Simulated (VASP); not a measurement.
# C (Fd-3m) in VASP: a series of runs, part 2 of 2

VASP 6.6.1. The steps go on from the part before.

## (4) Single point, PBEsol (strain +0.040 along x and y, +0.040 along z)

File INCAR:

```
SYSTEM = C
PREC = Accurate
ENCUT = 520
EDIFF = 1E-6
ISMEAR = 0
SIGMA = 0.05
LREAL = .False.
LASPH = .True.
NELM = 80
ALGO = Normal
ISIF = 2
LWAVE = .False.
LCHARG = .True.
GGA = PS
LELF = .True.
LVHAR = .True.
NBANDS = 11
```

File KPOINTS:

```
regular mesh
0
Gamma
  12 12 12
  0 0 0
```

File POSCAR:

```
C
1.0
    0.0000000000      1.8479807985      1.8479807985
    1.8479807985      0.0000000000      1.8479807985
    1.8479807985      1.8479807985      0.0000000000
C
2
Direct
    0.5000000000      0.5000000000      0.5000000000
    0.7500000000      0.7500000000      0.7500000000
```

Potentials or basis: VASP PAW PBE potentials, release 64 (C).

Command:

```sh
$ cat potpaw_PBE.64/C/POTCAR > POTCAR
$ mpirun -np 1 vasp_std > vasp.out
```

OUTCAR:

```text
SYSTEM = C
   PREC = Accurate
   ENCUT = 520
   EDIFF = 1E-6
   ISMEAR = 0
   LREAL = .False.
   LASPH = .True.
   NELM = 80
   ISIF = 2
   GGA = PS

 ion  position               nearest neighbor table
   1  0.500  0.500  0.500-   2 1.60   2 1.60   2 1.60   2 1.60
   2  0.750  0.750  0.750-   1 1.60   1 1.60   1 1.60   1 1.60

  LATTYP: Found a face centered cubic cell.
 ALAT       =     3.6959615970

  Lattice vectors:

[... 514 lines left out ...]
      4       4.9709      2.00000
      5      15.1669      0.00000
      6      17.7211      0.00000
      7      18.1004      0.00000
      8      22.3128      0.00000
      9      26.2827      0.00000
     10      30.7049      0.00000
     11      31.0861      0.00000

 [... further k-points ...]
[... 5 lines left out ...]
  --------------------------------------------------------------------------------------
  -------------------------------------------------------------------------------------
  Total       -3.3053481     -3.3053481     -3.3053481     -0.0000000     -0.0000000     -0.0000000
  in kB     -419.5709608   -419.5709608   -419.5709608     -0.0000000     -0.0000000     -0.0000000
  external PRESSURE =    -419.5709608 kB  Pullay stress =       0.0000000 kB

 VOLUME and BASIS-vectors are now :
 -----------------------------------------------------------------------------
  energy-cutoff  :      520.00
  volume of cell :       12.62
      direct lattice vectors                 reciprocal lattice vectors
     0.000000000  1.847980799  1.847980799    -0.270565582  0.270565582  0.270565582
     1.847980799  0.000000000  1.847980799     0.270565582 -0.270565582  0.270565582
     1.847980799  1.847980799  0.000000000     0.270565582  0.270565582 -0.270565582

 POSITION                                       TOTAL-FORCE (eV/Angst)
 -----------------------------------------------------------------------------------
      1.84798      1.84798      1.84798        -0.000000     -0.000000     -0.000000
      2.77197      2.77197      2.77197         0.000000      0.000000      0.000000
 -----------------------------------------------------------------------------------
    total drift:                                0.000000     -0.000000      0.000000

  FREE ENERGIE OF THE ION-ELECTRON SYSTEM (eV)
  ---------------------------------------------------
  free  energy   TOTEN  =       -19.0546450902 eV

  energy  without entropy=      -19.0546450902  energy(sigma->0) =      -19.05464509
```

stdout:

```text
POSCAR found type information on POSCAR C
 POSCAR found :  1 types and       2 ions
 scaLAPACK will be used
 -----------------------------------------------------------------------------
|                                                                             |
|                                                                             |
|     You enforced a specific xc type in the INCAR file but a different       |
|     I HOPE YOU KNOW WHAT YOU ARE DOING!                                     |
|                                                                             |
 -----------------------------------------------------------------------------

 LDA part: xc-table for (Slater+PW92), standard interpolation
 POSCAR, INCAR and KPOINTS ok, starting setup
 FFT: planning ... GRIDC
 FFT: planning ... GRID_SOFT
 FFT: planning ... GRID
 WAVECAR not read
 entering main loop
```

Wall time 6.2 s (1 thread of Intel Xeon Platinum 8488C (Sapphire Rapids), shared host); peak memory 0.12 GiB.

Results:

```
Free energy            : -19.0546 eV
Pressure               : -42.0 GPa
Band gap on the k mesh : 3.80 eV, indirect (least direct gap 5.25 eV)
```

Levels at points of the mesh, in eV from the valence-band top:
```tsv
k point	band 1	band 2	band 3	band 4	band 5	band 6	band 7	band 8	band 9
(0.00, 0.00, 0.00)	-20.14	0.00	0.00	0.00	5.25	5.25	5.25	11.02	17.64
(0.50, 0.00, 0.00)	-14.90	-12.34	-2.55	-2.55	7.44	7.94	7.94	14.51	20.18
(0.50, 0.50, 0.00)	-12.06	-12.06	-5.72	-5.72	4.37	4.37	15.23	15.23	21.18
```

Caveat: the cell differs from its parent crystal (strain +0.040 along x and y, +0.040 along z); the PAW data sets were made with another functional, which shifts forces and pressure a little. A k mesh can miss the band edges.

## (5) Single point, PBEsol (strain +0.080 along x and y, +0.080 along z)

File INCAR:

```
SYSTEM = C
  ALGO = Normal
  EDIFF = 1E-6
  ENCUT = 520
  GGA = PS
  ISIF = 2
  ISMEAR = 0
  LASPH = .TRUE.
  LCHARG = .FALSE.
  LREAL = .FALSE.
  LWAVE = .FALSE.
  NBANDS = 11
  NELM = 100
  PREC = Accurate
  SIGMA = 0.05
```

File KPOINTS:

```
k-points
0
G
  12 12 12
  0 0 0
```

File POSCAR:

```
C
1.0
    0.0000000000      1.9190569830      1.9190569830
    1.9190569830      0.0000000000      1.9190569830
    1.9190569830      1.9190569830      0.0000000000
C
2
Direct
    0.5000000000      0.5000000000      0.5000000000
    0.7500000000      0.7500000000      0.7500000000
```

Command:

```sh
$ cat potpaw_PBE.64/C/POTCAR > POTCAR
$ mpirun -np 1 vasp_std > vasp.out
```

It took 7.2 s on 1 thread of Intel Xeon Platinum 8488C (Sapphire Rapids), shared host; peak memory 0.12 GiB.

Results (log left out):

| Property | Result |
| --- | --- |
| Free energy | -18.5287 eV |
| Pressure | -67.0 GPa |
| Band gap on the k mesh | 3.55 eV, indirect (least direct gap 4.94 eV) |

Levels at points of the mesh, in eV from the valence-band top:
| k point | band 2 | band 3 | band 4 | band 5 | band 6 | band 7 |
| --- | --- | --- | --- | --- | --- | --- |
| (0.00, 0.00, 0.00) | 0.00 | 0.00 | 0.00 | 4.94 | 4.94 | 4.94 |
| (0.50, 0.00, 0.00) | -11.26 | -2.29 | -2.29 | 6.08 | 7.45 | 7.45 |
| (0.50, 0.50, 0.00) | -11.37 | -5.12 | -5.12 | 4.12 | 4.12 | 13.70 |

Caveat: the cell differs from its parent crystal (strain +0.080 along x and y, +0.080 along z); the PAW data sets were made with another functional, which shifts forces and pressure a little.

## (6) The runs side by side

```tsv
cell	gap on the mesh (eV)	pressure (GPa)
a = 2.312 Å, angles 60.0°, 2 atoms	4.67	178.8
a = 2.412 Å, angles 60.0°, 2 atoms	4.36	70.6
a = 2.613 Å, angles 60.0°, 2 atoms	3.80	-42.0
a = 2.714 Å, angles 60.0°, 2 atoms	3.55	-67.0
```

Alike in all rows: task single point; level PBEsol; potentials or basis VASP PAW PBE potentials, release 64 (C); no spin polarisation; k mesh 12 × 12 × 12; cutoff (eV) 520; smearing gaussian 0.05 eV.

Caveats: the PAW data sets were made with another functional, which shifts forces and pressure a little.

Absolute energies hang on the potentials; compare differences alone.
